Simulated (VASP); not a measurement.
Runs of VASP 6.6.1 on Mg. The structure is that of space group P6_3/mmc (No. 194), or close to it. The cells are those of the table. 

```csv
task,level,cell,k mesh,cutoff (eV),gap on the mesh (eV),pressure (GPa)
single point,r2SCAN,"a = 3.196, b = 3.196, c = 5.195 Å, angles 90.0, 90.0, 120.0°, 2 atoms",16 × 16 × 10,520,none,-0.9
relaxation of cell and atoms,PBE,"relaxed from a = 3.209, b = 3.209, c = 5.210 Å, angles 90.0, 90.0, 120.0°, 2 atoms",8 × 8 × 4,600,none,0.0
single point,r2SCAN,"a = 2.907, b = 2.907, c = 4.688 Å, angles 90.0, 90.0, 120.0°, 2 atoms",18 × 18 × 10,520,none,18.1
single point,r2SCAN,"a = 3.143, b = 3.143, c = 5.067 Å, angles 90.0, 90.0, 120.0°, 2 atoms",16 × 16 × 10,520,none,(b)
single point,r2SCAN,"a = 3.006, b = 3.006, c = 4.847 Å, angles 90.0, 90.0, 120.0°, 2 atoms",18 × 18 × 10,520,none,9.3
single point,r2SCAN,"a = 3.099, b = 3.099, c = 4.996 Å, angles 90.0, 90.0, 120.0°, 2 atoms",16 × 16 × 10,520,none,3.6
single point,r2SCAN,"a = 2.855, b = 2.855, c = 4.604 Å, angles 90.0, 90.0, 120.0°, 2 atoms",18 × 18 × 10,520,none,24.1
single point,PBE,"a = 3.185, b = 3.185, c = 5.231 Å, angles 90.0, 90.0, 120.0°, 2 atoms",8 × 8 × 4,520,none,(a)
```

Alike in all rows: potentials or basis VASP PAW PBE potentials, release 64 (Mg); no spin polarisation; smearing gaussian 0.05 eV.

Question: Fill in the values left out.

Answer: (a) -0.2; (b) 1.5.

Caveats: the PAW data sets were made with another functional, which shifts forces and pressure a little (at least some runs); the cell stands under pressure (at least some runs).

A gap of «none» marks levels without a gap at the run's occupations.
